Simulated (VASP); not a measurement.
# Ti3H in VASP: further runs

The runs below take Ti3H through single point, with PBE.

Everything below comes from runs of VASP 6.6.1. Logs are shortened: lines on timing, memory, paths and dates and some standing lists are left out, and cuts for length are marked.

## 1. The cell of the first run

The cell holds a slab with vacuum, 8 atoms: a = 4.604 Å, b = 4.604 Å, c = 22.497 Å, α = 90.00°, β = 90.00°, γ = 120.00°.

## 2. Single point, PBE

INCAR

```
ALGO     = Normal         # electronic algorithm
DIPOL    = 0.5 0.5 0.311
EDIFF    = 1E-6           # SCF threshold, eV
ENCUT    = 520            # plane-wave cutoff, eV
GGA      = PE             # functional
IDIPOL   = 3            
ISIF     = 2              # what is computed and relaxed
ISMEAR   = 0              # smearing method
LASPH    = T              # aspherical terms in the spheres
LCHARG   = F              # write CHGCAR
LDIPOL   = T            
LREAL    = F              # projectors in reciprocal space
LWAVE    = F              # write WAVECAR
NBANDS   = 47             # bands
NELM     = 100            # most SCF steps
PREC     = Accurate       # precision mode
SIGMA    = 0.1            # smearing width, eV
```

KPOINTS

```
k-points
0
Gamma
  6 6 1
```

POSCAR

```
Ti3H
1.0
    4.6039800811      0.0000000000      0.0000000000
   -2.3019900405      3.9871637087      0.0000000000
    0.0000000000      0.0000000000     22.4969948581
Ti H
6 2
Direct
    0.6666666667      0.3333333333      0.1778015253
    0.3333333333      0.6666666667      0.2195752601
    0.0000000000      0.0000000000      0.2613489950
    0.6666666667      0.3333333333      0.2980583739
    0.3333333333      0.6666666667      0.3304600279
    0.0000000000      0.0000000000      0.3776946615
    0.1671751195      0.8328248805      0.4119214551
    0.4994915471      0.5005084529      0.4119214551
```

Potentials or basis: VASP PAW PBE potentials, release 64 (Ti_sv, H).

The run is started by

```console
$ cat potpaw_PBE.64/Ti_sv/POTCAR potpaw_PBE.64/H/POTCAR > POTCAR
$ mpirun -np 1 vasp_std > vasp.out
```

OUTCAR:

```text
EDIFF = 1E-6
   ENCUT = 520
   GGA = PE
   ISIF = 2
   ISMEAR = 0
   LASPH = T
   LREAL = F
   NELM = 100
   PREC = Accurate

 ion  position               nearest neighbor table
   1  0.667  0.333  0.178-   4 2.71   2 2.82   2 2.82   2 2.82
   2  0.333  0.667  0.220-   5 2.49   1 2.82   1 2.82   3 2.82   1 2.82   3 2.82   3 2.82
   3  0.000  0.000  0.261-   6 2.62   4 2.78   4 2.78   4 2.78   2 2.82   2 2.82   2 2.82
   4  0.667  0.333  0.298-   1 2.71   5 2.76   5 2.76   5 2.76   3 2.78   3 2.78   3 2.78
   5  0.333  0.667  0.330-   2 2.49   4 2.76   4 2.76   4 2.76   6 2.86   6 2.86   6 2.86
   6  0.000  0.000  0.378-   7 1.54   3 2.62   5 2.86   5 2.86   5 2.86
   7  0.167  0.833  0.412-   6 1.54
   8  0.499  0.501  0.412-

  LATTYP: Found a hexagonal cell.
 ALAT       =     4.6039800811
 C/A-ratio  =     4.8864231517

  Lattice vectors:

 A1 = (   4.6039800811,   0.0000000000,   0.0000000000)
 A2 = (  -2.3019900405,   3.9871637087,   0.0000000000)
 A3 = (   0.0000000000,   0.0000000000,  22.4969948581)

Analysis of symmetry for initial positions (statically):
=====================================================================
 Subroutine PRICEL returns:
 Original cell was already a primitive cell.

 Routine SETGRP: Setting up the symmetry group for a
 hexagonal supercell.

 Subroutine GETGRP returns: Found  2 space group operations
 (whereof  2 operations were pure point group operations)
 out of a pool of 24 trial point group operations.

The static configuration has the point symmetry C_1h.

Analysis of symmetry for dynamics (positions and initial velocities):
=====================================================================
 Subroutine PRICEL returns:
 Original cell was already a primitive cell.

 Routine SETGRP: Setting up the symmetry group for a
 hexagonal supercell.

 Subroutine GETGRP returns: Found  2 space group operations
 (whereof  2 operations were pure point group operations)
 out of a pool of 24 trial point group operations.

The dynamic configuration has the point symmetry C_1h.

 Subroutine INISYM returns: Found  2 space group operations
 (whereof  2 operations are pure point group operations),
 and found     1 'primitive' translations

----------------------------------------------------------------------------------------

                                     Primitive cell

  volume of cell :     412.9733

[... 101 lines left out ...]
   EMIN   =  10.00;   EMAX   =-10.00  energy-range for DOS
   EFERMI =   0.00;   METHOD = LEGACY
   ISMEAR =     0;   SIGMA  =   0.10  broadening in eV -4-tet -1-fermi 0-gaus
   EFERMI_NEDOS =   21; number of points for ismear=-14 and -15
   IALGO  =     38    algorithm
   IMIX   =      4    mixing-type and parameters
     AMIX     =   0.40;   BMIX     =  1.00
     AMIX_MAG =   1.60;   BMIX_MAG =  1.00
  volume/ion in A,a.u.               =      51.62       348.36
  Fermi-wavevector in a.u.,A,eV,Ry     =   0.922950  1.744122 11.589936  0.851836
  Thomas-Fermi vector in A             =   2.048533
   LORBIT       =      0    0 simple, 1 ext, 2 COOP (PROOUT), +10 PAW based schemes
   GGA     = PE    functional components
   LHFCALC =     F    Hartree Fock is set to
   AEXX    =    0.0000 exact exchange contribution
   IVDW    =     0    specifies the selected vdW correction
   LEPSILON=     F    determine dielectric tensor
   LRPA    =     F    only Hartree local field effects (RPA)
 non-spin polarized calculation
 Gauss-broadening in eV      SIGMA  =   0.10
  energy-cutoff  :      520.00
  volume of cell :      412.97
 maximum number of plane-waves:     11163
 NGX is ok and might be reduce to    36
   NGX = 17   NGY = 17   NGZ = 83

 dipolmoment           0.000000      0.000000     -0.274709 electrons x Angstroem

 number of electron      73.9999982 magnetization

 dipolmoment           0.000000      0.000000      0.070539 electrons x Angstroem

 Free energy of the ion-electron system (eV)
  ---------------------------------------------------
  ext. energy  EPLUGINS =         0.00000000
  ---------------------------------------------------
  free energy    TOTEN  =       -48.67168625 eV

  energy without entropy =      -48.59952641  energy(sigma->0) =      -48.63560633

 E-fermi :  -0.5906     XC(G=0):  -3.9318

 val. band max:       -0.6059516760   @ k =   0.3333   0.3333   0.0000
 cond. band min:      -0.5895125277   @ k =   0.0000   0.0000   0.0000
 fundamental gap:      0.0164391483
 Fermi energy:        -0.5905578804

 k-point     1 :       0.0000    0.0000    0.0000
  band No.  band energies     occupation
      1     -57.6854      2.00000
      2     -57.5894      2.00000
      3     -57.1383      2.00000
      4     -56.9970      2.00000
      5     -56.9675      2.00000
      6     -56.8737      2.00000
[... 639 lines left out ...]
     46       0.7956      0.00000
     47       1.1635      0.00000

------------------------ aborting loop because EDIFF is reached ----------------------------------------

 vacuum level on the upper side and lower side of the slab       (xc-potential included)         0.335        -0.343

  FORCE on cell =-STRESS in cart. coord.  units (eV):
  Direction    XX          YY          ZZ          XY          YZ          ZX
  --------------------------------------------------------------------------------------
  -------------------------------------------------------------------------------------
  Total       -0.1866554     -2.9860051     -1.1207930     -2.4243080     -1.5973068      2.7666038
  in kB       -0.7241508    -11.5845485     -4.3482446     -9.4053803     -6.1969346     10.7333560
  external PRESSURE =      -5.5523146 kB  Pullay stress =       0.0000000 kB

 VOLUME and BASIS-vectors are now :
 -----------------------------------------------------------------------------
  energy-cutoff  :      520.00
  volume of cell :      412.97
      direct lattice vectors                 reciprocal lattice vectors
     4.603980081  0.000000000  0.000000000     0.217203372  0.125402426  0.000000000
    -2.301990040  3.987163709  0.000000000     0.000000000  0.250804851  0.000000000
     0.000000000  0.000000000 22.496994858     0.000000000  0.000000000  0.044450381

 POSITION                                       TOTAL-FORCE (eV/Angst)
 -----------------------------------------------------------------------------------
      2.30199      1.32905      4.00000        -0.041043      0.023696      0.054951
     -0.00000      2.65811      4.93978        -0.048696      0.028115      0.299616
      0.00000      0.00000      5.87957        -0.004096      0.002365     -0.756069
      2.30199      1.32905      6.70542        -0.049893      0.028806     -0.454081
     -0.00000      2.65811      7.43436        -0.169141      0.097654      1.967457
      0.00000      0.00000      8.49699        -2.452134      1.415740     -0.521272
     -1.14748      3.32061      9.26699         3.107731     -1.794250      0.721198
      1.14748      1.99561      9.26699        -0.342728      0.197874     -1.311801
 -----------------------------------------------------------------------------------
    total drift:                                0.000046     -0.000027      0.000336

  FREE ENERGIE OF THE ION-ELECTRON SYSTEM (eV)
  ---------------------------------------------------
  free  energy   TOTEN  =       -48.6716862501 eV

  energy  without entropy=      -48.5995264127  energy(sigma->0) =      -48.63560633

 vacuum level on the upper side and lower side of the slab         3.459         2.764
```

It took 5.1 min on 1 thread of Intel Xeon 6975P-C (Granite Rapids), shared host; peak memory 0.56 GiB.

Results:

```yaml
Free_energy: -48.6717 eV
Largest_force: 3.660 eV/Å
Band_gap_on_the_k_mesh: zero (bands 37 and 38 overlap by 0.17 eV)
```

Forces on the atoms (eV/Å):
```
Ti  -0.041  0.024  0.055
Ti  -0.049  0.028  0.300
Ti  -0.004  0.002 -0.756
Ti  -0.050  0.029 -0.454
Ti  -0.169  0.098  1.967
Ti  -2.452  1.416 -0.521
H    3.108 -1.794  0.721
H   -0.343  0.198 -1.312
```

## 3. Single point, PBE

INCAR

```
SYSTEM = Ti3H
  PREC = Accurate
  ENCUT = 520
  EDIFF = 1E-6
  ISMEAR = 0
  SIGMA = 0.1
  LREAL = .False.
  LASPH = .True.
  NELM = 60
  ALGO = Normal
  ISIF = 2
  LWAVE = .False.
  LCHARG = .True.
  LDIPOL = .True.
  IDIPOL = 3
  DIPOL = 0.5 0.5 0.308
  GGA = PE
  LELF = .True.
  LVHAR = .True.
  LVACPOTAV = .True.
  NBANDS = 47
```

KPOINTS

```
Automatic mesh
0
Gamma
  6 6 1
  0 0 0
```

Edit POSCAR of step 2 so:

```diff
@@ -14,3 +14,3 @@
     0.0000000000      0.0000000000      0.3776946615
-    0.1671751195      0.8328248805      0.4119214551
-    0.4994915471      0.5005084529      0.4119214551
+    0.2863074238      0.7136925762      0.3976973331
+    0.3803592429      0.6196407571      0.3976973331
```

Potentials or basis: VASP PAW PBE potentials, release 64 (Ti_sv, H).

The run is started by

```console
$ cat potpaw_PBE.64/Ti_sv/POTCAR potpaw_PBE.64/H/POTCAR > POTCAR
$ mpirun -np 1 vasp_std > vasp.out
```

Wall time 5.4 min (1 thread of Intel Xeon 6975P-C (Granite Rapids), shared host); peak memory 0.56 GiB.

Results (log left out):

```yaml
Free_energy: -47.7076 eV
Largest_force: 5.408 eV/Å
Band_gap_on_the_k_mesh: zero (bands 37 and 38 overlap by 0.12 eV)
```

Forces in eV/Å, atoms in the order of the input:
```
Ti  -0.033  0.019  0.036
Ti  -0.013  0.008  0.177
Ti  -0.071  0.041 -0.529
Ti   0.022 -0.013 -0.027
Ti  -0.124  0.072 -4.921
Ti   0.271 -0.156 -0.560
H   -3.969  2.292  2.871
H    3.918 -2.262  2.954
```

Levels at points of the mesh, in eV from the Fermi level:
```tsv
k point	band 34	band 35	band 36	band 37	band 38	band 39	band 40	band 41
(0.00, 0.00, 0.00)	-0.51	-0.50	-0.47	-0.33	-0.06	-0.04	0.09	0.46
(0.50, 0.00, 0.00)	-0.42	-0.40	-0.27	-0.08	0.00	0.22	0.47	0.49
(0.50, 0.50, 0.00)	-0.43	-0.41	-0.27	-0.08	0.03	0.38	0.45	0.49
```

(Continued in part 2 of 2.)
